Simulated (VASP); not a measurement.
Write the native input for VASP 6.6.1 that does the following.

```
Task                   : relaxation of cell and atoms
Functional             : LDA
Potentials or basis    : VASP PAW LDA potentials, release 64 (Hf_pv, C)
Cutoff                 : 600 eV
k mesh                 : 10 × 10 × 10
Occupations            : fermi-dirac, width 0.05 eV
Spin                   : no spin polarisation
Hubbard terms          : Hf d U = 1.0 eV
Dipole correction      : no
Further INCAR settings : ALGO = Normal; EDIFF = 1e-06; IBRION = 2; EDIFFG = -0.01; NSW = 60; ISIF = 3
```

The structure of HfC lies in POSCAR:

```
HfC
1.0
    0.0000000000      2.3250000000      2.3250000000
    2.3250000000      0.0000000000      2.3250000000
    2.3250000000      2.3250000000      0.0000000000
Hf C
1 1
Direct
    0.5000000000      0.5000000000      0.5000000000
    0.0000000000      0.0000000000      0.0000000000
```

The input as run:

INCAR

```
PREC     = Accurate       # precision mode
ENCUT    = 600            # plane-wave cutoff, eV
EDIFF    = 1E-6           # SCF threshold, eV
ISMEAR   = -1             # smearing method
SIGMA    = 0.05           # smearing width, eV
LREAL    = False          # projectors in reciprocal space
LASPH    = True           # aspherical terms in the spheres
NELM     = 150            # most SCF steps
ALGO     = Normal         # electronic algorithm
ISIF     = 3              # what is computed and relaxed
LWAVE    = False          # write WAVECAR
LCHARG   = False          # write CHGCAR
LMAXMIX  = 4              # l up to which the mixer works
LDAU     = True           # DFT+U
LDAUTYPE = 2            
LDAUL    = 2 -1           # shell
LDAUU    = 1 0            # U, eV
LDAUJ    = 0 0          
LDAUPRINT= 1            
IBRION   = 2              # ionic algorithm
NSW      = 60             # ionic steps
EDIFFG   = -0.01          # ionic threshold
```

KPOINTS

```
Automatic mesh
0
Gamma
  10 10 10
```

Potentials or basis: VASP PAW LDA potentials, release 64 (Hf_pv, C).

Command:

```sh
$ cat potpaw_LDA.64/Hf_pv/POTCAR potpaw_LDA.64/C/POTCAR > POTCAR
$ mpirun -np 1 vasp_std > vasp.out
```

It gave:

```json
{
  "Relaxed volume": "12.15 Å³/atom",
  "Relaxed cell": "a = 3.251 Å, b = 3.251 Å, c = 3.251 Å, α = 60.00°, β = 60.00°, γ = 60.00°",
  "Space group after relaxing (to 0.05 Å)": "Fm-3m (No. 225)",
  "Energy gained by relaxing": "10.9 meV/atom",
  "Ionic steps": "4",
  "Pressure after relaxing": "0.0 GPa",
  "Band gap on the k mesh": "zero (band 7 reaches 7.24 eV, above the bottom of band 8 at 5.84 eV)"
}
```

Caveat: spin-orbit coupling is left out, which moves the levels of the heavy elements; U without spin polarisation on a metal has little footing; the U is typed as a test and isn't derived for this compound.

It took 38 s on 1 thread of Intel(R) Xeon(R) Platinum 8259CL CPU @ 2.50GHz (Skylake/Cascade Lake), with other jobs on the host, peak memory 0.16 GiB.
